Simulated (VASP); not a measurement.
CaB6: single point with PBE

The system is CaB6.

```
CELL_PARAMETERS angstrom
4.22797 0.00000 0.00000
0.00000 4.22797 0.00000
0.00000 0.00000 4.22797
ATOMIC_POSITIONS crystal
Ca 0.50000 0.50000 0.50000
B 0.00000 0.00000 0.29837
B 0.00000 0.00000 0.70163
B 0.29837 0.00000 0.00000
B 0.70163 0.00000 0.00000
B 0.00000 0.29837 0.00000
B 0.00000 0.70163 0.00000
```

```yaml
Program: VASP 6.6.1
Task: single point
Functional: PBE
Potentials_or_basis: VASP PAW PBE potentials, release 64 (Ca_sv, B)
Cutoff: 520 eV
k_mesh: 6 × 6 × 6
Occupations: fermi-dirac, width 0.02 eV
Spin: no spin polarisation
```

| Property | Result |
| --- | --- |
| Pressure | -8.0 GPa |
| Largest force | 0.270 eV/Å |
| Band gap on the k mesh | 0.06 eV |

Forces on the atoms (eV/Å):
```
Ca   0.000  0.000  0.000
B    0.000  0.000 -0.270
B    0.000  0.000  0.270
B   -0.270  0.000  0.000
B    0.270  0.000  0.000
B    0.000 -0.270  0.000
B    0.000  0.270  0.000
```

Levels at points of the mesh, in eV from the valence-band top:
```csv
k point,band 11,band 12,band 13,band 14,band 15,band 16,band 17,band 18
"(0.00, 0.00, 0.00)",-5.25,-0.30,-0.30,-0.30,2.74,2.74,2.74,3.23
"(0.50, 0.00, 0.00)",-2.28,-2.28,-1.75,0.00,0.06,3.05,3.05,3.54
"(0.50, 0.50, 0.00)",-2.55,-2.55,-1.46,-1.46,2.94,2.94,3.88,4.11
"(0.50, 0.50, 0.50)",-4.17,-1.08,-1.08,-1.08,3.97,4.51,4.51,4.56
```

Wall time 25 s on 1 thread of Intel(R) Xeon(R) Platinum 8488C (Sapphire Rapids) (shared host), peak memory 0.18 GiB.

Caveat: the cell stands under tension. A k mesh can miss the band edges.
